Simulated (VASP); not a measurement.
# Co (P6_3/mmc) in VASP: further runs, part 2 of 2

VASP 6.6.1. The steps go on from the part before.

**6. Single point, PBE, collinear spin, ferromagnetic start**

INCAR

```
PREC = Accurate
ENCUT = 520
EDIFF = 1E-6
ISMEAR = -1
SIGMA = 0.1
LREAL = F
LASPH = T
NELM = 150
ALGO = Normal
ISIF = 2
LWAVE = F
LCHARG = F
ISPIN = 2
MAGMOM = 3 3
LORBIT = 11
LMAXMIX = 4
GGA = PE
NBANDS = 20
ISYM = 0
```

KPOINTS

```
Automatic mesh
0
Gamma
  13 13 7
```

POSCAR

```
Co
1.0
    2.5270016500      0.0000000000      0.0000000000
   -1.2635008200      2.1884476200      0.0000000000
    0.0000000000      0.0000000000      4.1190000000
Co
2
Direct
    0.3333333300      0.6666666700      0.2500000000
    0.6666666700      0.3333333300      0.7500000000
```

Potentials or basis: VASP PAW PBE potentials, release 64 (Co).

Started as:

```sh
$ cat potpaw_PBE.64/Co/POTCAR > POTCAR
$ mpirun -np 1 vasp_std > vasp.out
```

OUTCAR:

```text
PREC = Accurate
   ENCUT = 520
   EDIFF = 1E-6
   ISMEAR = -1
   LREAL = F
   LASPH = T
   NELM = 150
   ISIF = 2
   ISPIN = 2
   LORBIT = 11
   GGA = PE
   ISYM = 0

 ion  position               nearest neighbor table
   1  0.333  0.667  0.250-   2 2.52   2 2.52   2 2.52   2 2.52   2 2.52   2 2.52
   2  0.667  0.333  0.750-   1 2.52   1 2.52   1 2.52   1 2.52   1 2.52   1 2.52

IMPORTANT INFORMATION: All symmetrisations will be switched off!
NOSYMM: (Re-)initialisation of all symmetry stuff for point group C_1.

----------------------------------------------------------------------------------------

                                     Primitive cell

  volume of cell :      22.7789

  direct lattice vectors                    reciprocal lattice vectors
     2.527001650  0.000000000  0.000000000     0.395725899  0.228472454  0.000000000
    -1.263500820  2.188447620  0.000000000     0.000000000  0.456944910  0.000000000
     0.000000000  0.000000000  4.119000000     0.000000000  0.000000000  0.242777373

  length of vectors
     2.527001650  2.527001644  4.119000000     0.456944909  0.456944910  0.242777373

  position of ions in fractional coordinates (direct lattice)
     0.333333330  0.666666670  0.250000000
     0.666666670  0.333333330  0.750000000

  ion indices of the primitive-cell ions
   primitive index   ion index
                 1           1
                 2           2

----------------------------------------------------------------------------------------

 KPOINTS: Automatic mesh

Automatic generation of k-mesh.
 Grid dimensions read from file:
 generate k-points for:   13   13    7

 Generating k-lattice:

  Cartesian coordinates                     Fractional coordinates (reciprocal lattice)
     0.030440454  0.017574804  0.000000000     0.076923077  0.000000000  0.000000000
     0.000000000  0.035149608  0.000000000     0.000000000  0.076923077  0.000000000
[... 89 lines left out ...]
 spin polarized calculation
  energy-cutoff  :      520.00
  volume of cell :       22.78
 maximum number of plane-waves:       625
   NGX =  9   NGY =  9   NGZ = 15

 number of electron      18.0000004 magnetization       3.2585259

 Free energy of the ion-electron system (eV)
  ---------------------------------------------------
  ext. energy  EPLUGINS =         0.00000000
  ---------------------------------------------------
  free energy    TOTEN  =       -14.06739822 eV

  energy without entropy =      -14.00272528  energy(sigma->0) =      -14.03506175

 E-fermi :   9.5942     XC(G=0): -13.1209

 val. band max:        9.5877398308   @ k =   0.0000   0.2308   0.1429
 cond. band min:       9.5990942394   @ k =  -0.3077  -0.2308   0.4286
 fundamental gap:      0.0113544086
 Fermi energy:         9.5942388962

 spin component 1

 k-point     1 :       0.0000    0.0000    0.0000
  band No.  band energies     occupation
      1       0.9628      1.00000
      2       4.6743      1.00000
      3       7.0094      1.00000
      4       7.0656      1.00000
      5       7.0656      1.00000
      6       7.3440      1.00000
[... 541 lines left out ...]
     19      34.4069      0.00000
     20      35.7357      0.00000

 [... further k-points ...]

 spin component 2

 k-point     1 :       0.0000    0.0000    0.0000
  band No.  band energies     occupation
      1       0.9441      1.00000
      2       5.6110      1.00000
      3       8.6417      0.99993
      4       8.7202      0.99984
      5       8.7202      0.99984
      6       9.0495      0.99571
[... 541 lines left out ...]
     19      34.5543      0.00000
     20      36.1613      0.00000

 [... further k-points ...]
[... 5 lines left out ...]
  --------------------------------------------------------------------------------------
  -------------------------------------------------------------------------------------
  Total       -1.2994350     -1.2994370     -1.4738662     -0.0000019      0.0000004      0.0000002
  in kB      -91.3969445    -91.3970830   -103.6657198     -0.0001366      0.0000278      0.0000129
  external PRESSURE =     -95.4865824 kB  Pullay stress =       0.0000000 kB

 VOLUME and BASIS-vectors are now :
 -----------------------------------------------------------------------------
  energy-cutoff  :      520.00
  volume of cell :       22.78
      direct lattice vectors                 reciprocal lattice vectors
     2.527001650  0.000000000  0.000000000     0.395725899  0.228472454  0.000000000
    -1.263500820  2.188447620  0.000000000     0.000000000  0.456944910  0.000000000
     0.000000000  0.000000000  4.119000000     0.000000000  0.000000000  0.242777373

 POSITION                                       TOTAL-FORCE (eV/Angst)
 -----------------------------------------------------------------------------------
     -0.00000      1.45897      1.02975         0.000001      0.000000     -0.000000
      1.26350      0.72948      3.08925        -0.000001     -0.000000      0.000000
 -----------------------------------------------------------------------------------
    total drift:                               -0.000001      0.000001      0.000000

  FREE ENERGIE OF THE ION-ELECTRON SYSTEM (eV)
  ---------------------------------------------------
  free  energy   TOTEN  =       -14.0673982170 eV

  energy  without entropy=      -14.0027252825  energy(sigma->0) =      -14.03506175

 total charge

# of ion       s       p       d       tot
------------------------------------------
    1        0.469   0.481   7.233   8.182
    2        0.469   0.481   7.233   8.182
--------------------------------------------------
tot          0.937   0.961  14.466  16.365

 magnetization (x)

# of ion       s       p       d       tot
------------------------------------------
    1       -0.014  -0.054   1.727   1.659
    2       -0.014  -0.054   1.727   1.659
--------------------------------------------------
tot         -0.029  -0.107   3.455   3.318
```

OSZICAR:

```text
N       E                     dE             d eps       ncg     rms          rms(c)
DAV:   1     0.870907396648E+02    0.87091E+02   -0.81849E+03 49512   0.120E+03
DAV:   2    -0.111349849545E+02   -0.98226E+02   -0.88516E+02 47960   0.216E+02
DAV:   3    -0.156592265269E+02   -0.45242E+01   -0.43638E+01 53432   0.566E+01
DAV:   4    -0.157269353754E+02   -0.67709E-01   -0.67662E-01 58220   0.608E+00
DAV:   5    -0.157288752213E+02   -0.19398E-02   -0.19398E-02 54920   0.976E-01    0.153E+01
DAV:   6    -0.145237776367E+02    0.12051E+01   -0.79463E+00 53740   0.564E+01    0.703E+00
DAV:   7    -0.140991183103E+02    0.42466E+00   -0.12900E+00 53960   0.211E+01    0.363E+00
DAV:   8    -0.140809857819E+02    0.18133E-01   -0.17610E-02 62972   0.145E+00    0.146E+00
DAV:   9    -0.140688432531E+02    0.12143E-01   -0.32801E-03 74924   0.902E-01    0.482E-01
DAV:  10    -0.140675159633E+02    0.13273E-02   -0.10298E-03 68300   0.520E-01    0.191E-01
DAV:  11    -0.140674431537E+02    0.72810E-04   -0.11920E-03 66528   0.649E-01    0.123E-01
DAV:  12    -0.140674028194E+02    0.40334E-04   -0.19818E-04 68596   0.266E-01    0.252E-02
DAV:  13    -0.140673985587E+02    0.42606E-05   -0.12590E-05 50960   0.316E-02    0.166E-02
DAV:  14    -0.140673982170E+02    0.34172E-06   -0.10734E-06 37200   0.123E-02
   1 F= -.14067398E+02 E0= -.14035062E+02  d E =-.646729E-01  mag=     3.2583
```

stdout:

```text
POSCAR found type information on POSCAR Co
 POSCAR found :  1 types and       2 ions
 scaLAPACK will be used
 LDA part: xc-table for (Slater+PW92), standard interpolation
 POSCAR, INCAR and KPOINTS ok, starting setup
 FFT: planning ... GRIDC
 FFT: planning ... GRID_SOFT
 FFT: planning ... GRID
 WAVECAR not read
 entering main loop
```

Wall time 5.2 min (1 thread of Intel Xeon Platinum 8488C (Sapphire Rapids), shared host); peak memory 0.44 GiB.

What came out:

```
Free energy                                           : -14.0674 eV
Pressure                                              : -9.5 GPa
Net moment                                            : 3.26 μB per cell
Site moments                                          : Co +1.66 μB
Valence electrons inside the program's atomic spheres : Co 8.18
```

**7. Summary**

```tsv
spin	gap on the mesh (eV)	pressure (GPa)	moment (μB)
collinear, ferromagnetic start	none	-9.5	3.26
collinear, antiferromagnetic start	none	-13.4	0.00
collinear	none	-9.5	3.26
```

Alike in all rows: task single point; level PBE; potentials or basis VASP PAW PBE potentials, release 64 (Co); cell as given; k mesh 13 × 13 × 7; cutoff (eV) 520; smearing fermi-dirac 0.1 eV.

Every run on the cell as given and a fine mesh finds a metal.

Absolute energies hang on the potentials; compare differences alone.
